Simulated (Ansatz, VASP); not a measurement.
## Two plane-wave programs on TaN

Contents of INCAR:

```
SYSTEM = TaN
ALGO = Normal ; EDIFF = 1E-6
ENCUT = 520 ; GGA = PE
ISIF = 2 ; ISMEAR = 0
LASPH = .TRUE. ; LCHARG = .FALSE.
LREAL = .FALSE. ; LWAVE = .FALSE.
NBANDS = 15 ; NELM = 100
PREC = Accurate ; SIGMA = 0.15
```

Contents of KPOINTS:

```
k-points
0
G
  18 18 18
  0 0 0
```

Contents of POSCAR:

```
TaN
1.0
   -0.2208112257      2.2081122570      2.1787443640
    1.9873010313      0.0000000000      1.9579331383
    2.2081122570      2.2081122570     -0.2208112257
Ta N
1 1
Direct
    0.5000000000      0.5000000000      0.5000000000
    0.0000000000      0.0000000000      0.0000000000
```

Input for Ansatz:

```yaml
crystal:
  lattice:
    - [-0.2208112257, 2.208112257, 2.178744364]
    - [1.9873010313, 0.0, 1.9579331383]
    - [2.208112257, 2.208112257, -0.2208112257]
  atoms:
    - { symbol: Ta, position: [0.5, 0.5, 0.5] }
    - { symbol: "N", position: [0.0, 0.0, 0.0] }
basis:
  ecutwfc: 520.0
kpoints:
  mp_grid: { grid: [18, 18, 18] }
hamiltonian:
  xc: pbe
  pseudopotentials: { kind: paw, azcp: { folder: soft_1 } }
scf:
  occupations: { method: gaussian, width: 0.15 }
output:
  forces: true
  stress: true
  eigenvalues: true
```

Change from the starting cell: engineering shear strain xz -0.2000, normal strain along z -0.0133.

Alike in both runs: task single point; functional PBE; k mesh 18 × 18 × 18; occupations gaussian, width 0.15 eV; no spin polarisation.

```csv
,VASP,Ansatz
version,VASP 6.6.1,Ansatz 0.2.0
potentials or method,"VASP PAW PBE potentials, release 64 (Ta_pv, N), cutoff 520 eV","scalar-relativistic, plane waves, PAW"
valence electrons in the cell,16,18
```

```csv
,VASP,Ansatz,Ansatz less VASP
gap on the k mesh at the Fermi level (eV),none,none,-
pressure (GPa),10.5,9.5,-1.08
"traceless stress, the component that is largest in VASP (GPa)",-12.62,-12.47,+0.157
```

A gap of «none» marks a metal or a gap that the smearing closes. VASP's potentials hold 16 valence electrons a cell and Ansatz's 18, so a difference there can come from the potentials and not from the codes.

Neither program's run includes spin-orbit coupling.
